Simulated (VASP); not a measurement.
# PbSe (Pm-3m) in VASP: further runs, part 2 of 2

VASP 6.6.1. The steps go on from the part before.

## (4) Single point, PBEsol

This run uses another cell than the first one, of 27.10 Å³/atom, 1.087 times its volume.

Contents of INCAR:

```
SYSTEM = PbSe
  ALGO = Normal
  EDIFF = 1E-6
  ENCUT = 500
  GGA = PS
  GGA_COMPAT = .FALSE.
  ISIF = 2
  ISMEAR = -1
  LASPH = .TRUE.
  LCHARG = .FALSE.
  LREAL = .FALSE.
  LWAVE = .FALSE.
  NBANDS = 17
  NELM = 120
  PREC = Accurate
  SIGMA = 0.1
```

Contents of KPOINTS:

```
k-points
0
G
  5 5 5
  0 0 0
```

Contents of POSCAR:

```
PbSe
1.0
    3.7843220000      0.0000000000      0.0000000000
    0.0000000000      3.7843220000      0.0000000000
    0.0000000000      0.0000000000      3.7843220000
Pb Se
1 1
Direct
    0.0000000000      0.0000000000      0.0000000000
    0.5000000000      0.5000000000      0.5000000000
```

Potentials or basis: VASP PAW PBE potentials, release 64 (Pb_d, Se).

Command:

```sh
$ cat potpaw_PBE.64/Pb_d/POTCAR potpaw_PBE.64/Se/POTCAR > POTCAR
$ mpirun -np 1 vasp_std > vasp.out
```

OUTCAR:

```text
SYSTEM = PbSe
   EDIFF = 1E-6
   ENCUT = 500
   GGA = PS
   ISIF = 2
   ISMEAR = -1
   LASPH = .TRUE.
   LREAL = .FALSE.
   NELM = 120
   PREC = Accurate

 ion  position               nearest neighbor table
   1  0.000  0.000  0.000-   2 3.28   2 3.28   2 3.28   2 3.28   2 3.28   2 3.28   2 3.28   2 3.28

   2  0.500  0.500  0.500-   1 3.28   1 3.28   1 3.28   1 3.28   1 3.28   1 3.28   1 3.28   1 3.28

  LATTYP: Found a simple cubic cell.
 ALAT       =     3.7843220000

  Lattice vectors:

 A1 = (   3.7843220000,   0.0000000000,   0.0000000000)
 A2 = (   0.0000000000,   3.7843220000,   0.0000000000)
 A3 = (   0.0000000000,   0.0000000000,   3.7843220000)

Analysis of symmetry for initial positions (statically):
=====================================================================
 Subroutine PRICEL returns:
 Original cell was already a primitive cell.

 Routine SETGRP: Setting up the symmetry group for a
 simple cubic supercell.

 Subroutine GETGRP returns: Found 48 space group operations
 (whereof 48 operations were pure point group operations)
 out of a pool of 48 trial point group operations.

The static configuration has the point symmetry O_h .

Analysis of symmetry for dynamics (positions and initial velocities):
=====================================================================
 Subroutine PRICEL returns:
 Original cell was already a primitive cell.

 Routine SETGRP: Setting up the symmetry group for a
 simple cubic supercell.

 Subroutine GETGRP returns: Found 48 space group operations
 (whereof 48 operations were pure point group operations)
 out of a pool of 48 trial point group operations.

The dynamic configuration has the point symmetry O_h .

 Subroutine INISYM returns: Found 48 space group operations
 (whereof 48 operations are pure point group operations),
 and found     1 'primitive' translations

----------------------------------------------------------------------------------------

                                     Primitive cell

  volume of cell :      54.1956

  direct lattice vectors                    reciprocal lattice vectors
     3.784322000  0.000000000  0.000000000     0.264248127  0.000000000  0.000000000
     0.000000000  3.784322000  0.000000000     0.000000000  0.264248127  0.000000000
     0.000000000  0.000000000  3.784322000     0.000000000  0.000000000  0.264248127

  length of vectors
     3.784322000  3.784322000  3.784322000     0.264248127  0.264248127  0.264248127

  position of ions in fractional coordinates (direct lattice)
     0.000000000  0.000000000  0.000000000
     0.500000000  0.500000000  0.500000000

  ion indices of the primitive-cell ions
   primitive index   ion index
                 1           1
                 2           2

----------------------------------------------------------------------------------------

 KPOINTS: k-points

Automatic generation of k-mesh.
 Grid dimensions read from file:
 generate k-points for:    5    5    5

 Generating k-lattice:

  Cartesian coordinates                     Fractional coordinates (reciprocal lattice)
     0.052849625  0.000000000  0.000000000     0.200000000  0.000000000  0.000000000
     0.000000000  0.052849625  0.000000000     0.000000000  0.200000000  0.000000000
     0.000000000  0.000000000  0.052849625     0.000000000  0.000000000  0.200000000

  Length of vectors
     0.052849625  0.052849625  0.052849625

  Shift w.r.t. Gamma in fractional coordinates (k-lattice)
     0.000000000  0.000000000  0.000000000

 Subroutine IBZKPT returns following result:
 ===========================================

 Found     10 irreducible k-points:

 Following reciprocal coordinates:
            Coordinates               Weight
  0.000000  0.000000  0.000000      1.000000
  0.200000  0.000000  0.000000      6.000000
  0.400000  0.000000  0.000000      6.000000
  0.200000  0.200000  0.000000     12.000000
  0.400000  0.200000  0.000000     24.000000
  0.400000  0.400000  0.000000     12.000000
  0.200000  0.200000  0.200000      8.000000
  0.400000  0.200000  0.200000     24.000000
  0.400000  0.400000  0.200000     24.000000
  0.400000  0.400000  0.400000      8.000000
   k-points           NKPTS =     10   k-points in BZ     NKDIM =     10   number of bands    NBANDS=     17
   number of dos      NEDOS =    301   number of ions     NIONS =      2
   total plane-waves  NPLWV =  21952
   dimension x,y,z NGX =    28 NGY =   28 NGZ =   28
   dimension x,y,z NGXF=    56 NGYF=   56 NGZF=   56
   ions per type =               1   1
   NGX,Y,Z   is equivalent  to a cutoff of  12.30, 12.30, 12.30 a.u.
   NGXF,Y,Z  is equivalent  to a cutoff of  24.60, 24.60, 24.60 a.u.
 SYSTEM =  PbSe
   PREC   = accura    normal or accurate (medium, high low for compatibility)
   ISTART =      0    job   : 0-new  1-cont  2-samecut
   ICHARG =      2    charge: 1-file 2-atom 10-const
   ISPIN  =      1    spin polarized calculation?
   LNONCOLLINEAR =      F non collinear calculations
   LSORBIT =      F    spin-orbit coupling
   LASPH  =      T    aspherical Exc in radial PAW
   ENCUT  =  500.0 eV  36.75 Ry    6.06 a.u.   6.90  6.90  6.90*2*pi/ulx,y,z
   NELM   =    120;   NELMIN=  2; NELMDL= -5     # of ELM steps
   EDIFF  = 0.1E-05   stopping-criterion for ELM
   LREAL  =      F    real-space projection
   EDIFFG = 0.1E-04   stopping-criterion for IOM
   NSW    =      0    number of steps for IOM
   IBRION =     -1    ionic relax: 0-MD 1-quasi-New 2-CG
   NFREE  =      0    steps in history (QN), initial steepest desc. (CG)
   ISIF   =      2    stress and relaxation
   ISYM   =      2    0-nonsym 1-usesym 2-fastsym
   POTIM  = 0.5000    time-step for ionic-motion
   TEBEG  =    0.0;   TEEND  =   0.0 temperature during run
   PSTRESS=    0.0 pullay stress
   NELECT =      20.0000    total number of electrons
   NUPDOWN=      -1.0000    fix difference up-down
   EMIN   =  10.00;   EMAX   =-10.00  energy-range for DOS
   EFERMI =   0.00;   METHOD = LEGACY
   ISMEAR =    -1;   SIGMA  =   0.10  broadening in eV -4-tet -1-fermi 0-gaus
   EFERMI_NEDOS =   21; number of points for ismear=-14 and -15
   IALGO  =     38    algorithm
   IMIX   =      4    mixing-type and parameters
     AMIX     =   0.40;   BMIX     =  1.00
     AMIX_MAG =   1.60;   BMIX_MAG =  1.00
  volume/ion in A,a.u.               =      27.10       182.87
  Fermi-wavevector in a.u.,A,eV,Ry     =   1.174258  2.219025 18.760817  1.378881
  Thomas-Fermi vector in A             =   2.310658
   LORBIT       =      0    0 simple, 1 ext, 2 COOP (PROOUT), +10 PAW based schemes
   GGA     = PS    functional components
   LHFCALC =     F    Hartree Fock is set to
   AEXX    =    0.0000 exact exchange contribution
   IVDW    =     0    specifies the selected vdW correction
   LEPSILON=     F    determine dielectric tensor
   LRPA    =     F    only Hartree local field effects (RPA)
 non-spin polarized calculation
  energy-cutoff  :      500.00
  volume of cell :       54.20
 maximum number of plane-waves:      1390
 NGX is ok and might be reduce to    28
   NGX = 13   NGY = 13   NGZ = 13

 number of electron      20.0000009 magnetization

 Free energy of the ion-electron system (eV)
  ---------------------------------------------------
  ext. energy  EPLUGINS =         0.00000000
  ---------------------------------------------------
  free energy    TOTEN  =        -8.46761807 eV

  energy without entropy =       -8.42834406  energy(sigma->0) =       -8.44798107

 E-fermi :   5.2543     XC(G=0): -10.1217

 val. band max:        5.1207364040   @ k =   0.4000   0.4000   0.0000
 cond. band min:       5.3388343868   @ k =   0.4000   0.4000   0.4000
 fundamental gap:      0.2180979828
 Fermi energy:         5.2542830163

 k-point     1 :       0.0000    0.0000    0.0000
  band No.  band energies     occupation
      1     -11.6591      2.00000
      2     -11.6591      2.00000
      3     -11.5082      2.00000
      4     -11.5082      2.00000
      5     -11.5082      2.00000
      6      -8.0319      2.00000
[... 9 lines left out ...]
     16      16.3372      0.00000
     17      17.9812      0.00000
[... 161 lines left out ...]
 k-point    10 :       0.4000    0.4000    0.4000
  band No.  band energies     occupation
      1     -11.5991      2.00000
      2     -11.5907      2.00000
      3     -11.5907      2.00000
      4     -11.4839      2.00000
      5     -11.4839      2.00000
      6      -6.1829      2.00000
[... 9 lines left out ...]
     16      17.5815      0.00000
     17      21.2895      0.00000

------------------------ aborting loop because EDIFF is reached ----------------------------------------

  FORCE on cell =-STRESS in cart. coord.  units (eV):
  Direction    XX          YY          ZZ          XY          YZ          ZX
  --------------------------------------------------------------------------------------
  -------------------------------------------------------------------------------------
  Total       -1.0534881     -1.0534881     -1.0534881     -0.0000000     -0.0000000      0.0000000
  in kB      -31.1441120    -31.1441120    -31.1441120     -0.0000000     -0.0000000      0.0000000
  external PRESSURE =     -31.1441120 kB  Pullay stress =       0.0000000 kB

 VOLUME and BASIS-vectors are now :
 -----------------------------------------------------------------------------
  energy-cutoff  :      500.00
  volume of cell :       54.20
      direct lattice vectors                 reciprocal lattice vectors
     3.784322000  0.000000000  0.000000000     0.264248127  0.000000000  0.000000000
     0.000000000  3.784322000  0.000000000     0.000000000  0.264248127  0.000000000
     0.000000000  0.000000000  3.784322000     0.000000000  0.000000000  0.264248127

 POSITION                                       TOTAL-FORCE (eV/Angst)
 -----------------------------------------------------------------------------------
      0.00000      0.00000      0.00000         0.000000      0.000000      0.000000
      1.89216      1.89216      1.89216         0.000000      0.000000      0.000000
 -----------------------------------------------------------------------------------
    total drift:                               -0.000000      0.000000      0.000000

  FREE ENERGIE OF THE ION-ELECTRON SYSTEM (eV)
  ---------------------------------------------------
  free  energy   TOTEN  =        -8.4676180746 eV

  energy  without entropy=       -8.4283440614  energy(sigma->0) =       -8.44798107
```

stdout:

```text
POSCAR found type information on POSCAR PbSe
 POSCAR found :  2 types and       2 ions
 scaLAPACK will be used
 -----------------------------------------------------------------------------
|                                                                             |
|                                                                             |
|     You enforced a specific xc type in the INCAR file but a different       |
|     I HOPE YOU KNOW WHAT YOU ARE DOING!                                     |
|                                                                             |
 -----------------------------------------------------------------------------

 LDA part: xc-table for (Slater+PW92), standard interpolation
 POSCAR, INCAR and KPOINTS ok, starting setup
 FFT: planning ... GRIDC
 FFT: planning ... GRID_SOFT
 FFT: planning ... GRID
 WAVECAR not read
 entering main loop
```

It took 4.9 s on 1 thread of Intel Xeon 6975P-C (Granite Rapids), shared host; peak memory 0.15 GiB.

Results:

* Free energy: -8.4676 eV
* Pressure: -3.1 GPa
* Band gap on the k mesh: 0.22 eV, indirect (least direct gap 1.38 eV)

Caveat: the PAW data sets were made with another functional, which shifts forces and pressure a little; spin-orbit coupling is left out, which moves the levels of the heavy elements. A k mesh can miss the band edges.

## (5) Single point, PBEsol

This run uses another cell than the first one, of 28.18 Å³/atom, 1.130 times its volume.

Contents of INCAR:

```
PREC = Accurate
ENCUT = 500
EDIFF = 1E-6
ISMEAR = -1
SIGMA = 0.1
LREAL = F
LASPH = T
NELM = 120
ALGO = Normal
ISIF = 2
LWAVE = F
LCHARG = T
GGA = PS
LELF = T
LVHAR = T
NBANDS = 17
GGA_COMPAT = F
```

Contents of KPOINTS:

```
regular mesh
0
Gamma
  5 5 5
```

Contents of POSCAR:

```
PbSe
1.0
    3.8341214214      0.0000000000      0.0000000000
    0.0000000000      3.8341214214      0.0000000000
    0.0000000000      0.0000000000      3.8341214214
Pb Se
1 1
Direct
    0.0000000000      0.0000000000      0.0000000000
    0.5000000000      0.5000000000      0.5000000000
```

Command:

```sh
$ cat potpaw_PBE.64/Pb_d/POTCAR potpaw_PBE.64/Se/POTCAR > POTCAR
$ mpirun -np 1 vasp_std > vasp.out
```

It took 5 s on 1 thread of Intel Xeon 6975P-C (Granite Rapids), shared host; peak memory 0.15 GiB.

The run converged. Its results:

```
Free energy            : -8.4155 eV
Pressure               : -4.6 GPa
Band gap on the k mesh : 0.26 eV, indirect (least direct gap 1.24 eV)
```

Levels at points of the mesh, in eV from the valence-band top:
```csv
k point,band 6,band 7,band 8,band 9,band 10,band 11,band 12,band 13,band 14,band 15
"(0.00, 0.00, 0.00)",-12.93,-7.14,-1.36,-1.36,-1.36,5.13,5.13,5.81,5.81,5.81
```

Caveat: the PAW data sets were made with another functional, which shifts forces and pressure a little; spin-orbit coupling is left out, which moves the levels of the heavy elements.

## (6) Single point, PBEsol

This run uses another cell than the first one, of 29.27 Å³/atom, 1.174 times its volume.

Contents of INCAR:

```
SYSTEM = PbSe
ALGO = Normal ; EDIFF = 1E-6
ENCUT = 500 ; GGA = PS
GGA_COMPAT = .False. ; ISIF = 2
ISMEAR = -1 ; LASPH = .True.
LCHARG = .True. ; LELF = .True.
LREAL = .False. ; LVHAR = .True.
LWAVE = .False. ; NBANDS = 17
NELM = 120 ; PREC = Accurate
SIGMA = 0.1
```

Contents of KPOINTS:

```
k-points
0
Gamma
  5 5 5
  0 0 0
```

Contents of POSCAR:

```
PbSe
1.0
    3.8826597567      0.0000000000      0.0000000000
    0.0000000000      3.8826597567      0.0000000000
    0.0000000000      0.0000000000      3.8826597567
Pb Se
1 1
Direct
    0.0000000000      0.0000000000      0.0000000000
    0.5000000000      0.5000000000      0.5000000000
```

Potentials or basis: VASP PAW PBE potentials, release 64 (Pb_d, Se).

Command:

```sh
$ cat potpaw_PBE.64/Pb_d/POTCAR potpaw_PBE.64/Se/POTCAR > POTCAR
$ mpirun -np 1 vasp_std > vasp.out
```

Wall time 5.3 s (1 thread of Intel Xeon 6975P-C (Granite Rapids), shared host); peak memory 0.15 GiB.

It converged, with:

- Free energy: -8.3448 eV
- Pressure: -5.9 GPa
- Band gap on the k mesh: 0.29 eV, indirect (least direct gap 1.13 eV)

Levels at points of the mesh, in eV from the valence-band top:
```tsv
k point	band 6	band 7	band 8	band 9	band 10	band 11	band 12	band 13	band 14	band 15
(0.00, 0.00, 0.00)	-12.73	-7.24	-1.29	-1.29	-1.29	5.14	5.14	5.54	5.54	5.54
```

Caveat: the PAW data sets were made with another functional, which shifts forces and pressure a little; spin-orbit coupling is left out, which moves the levels of the heavy elements. A k mesh can miss the band edges.

## (7) Overview

```csv
cell,gap on the mesh (eV),pressure (GPa)
"a = 3.681 Å, 2 atoms",0.01,1.0
"a = 3.733 Å, 2 atoms",0.15,-1.2
"a = 3.784 Å, 2 atoms",0.22,-3.1
"a = 3.834 Å, 2 atoms",0.26,-4.6
"a = 3.883 Å, 2 atoms",0.29,-5.9
```

Alike in all rows: task single point; level PBEsol; potentials or basis VASP PAW PBE potentials, release 64 (Pb_d, Se); no spin polarisation; k mesh 5 × 5 × 5; cutoff (eV) 500; smearing fermi-dirac 0.1 eV.

Caveats: the PAW data sets were made with another functional, which shifts forces and pressure a little; spin-orbit coupling is left out, which moves the levels of the heavy elements.

Absolute energies hang on the potentials; compare differences alone.
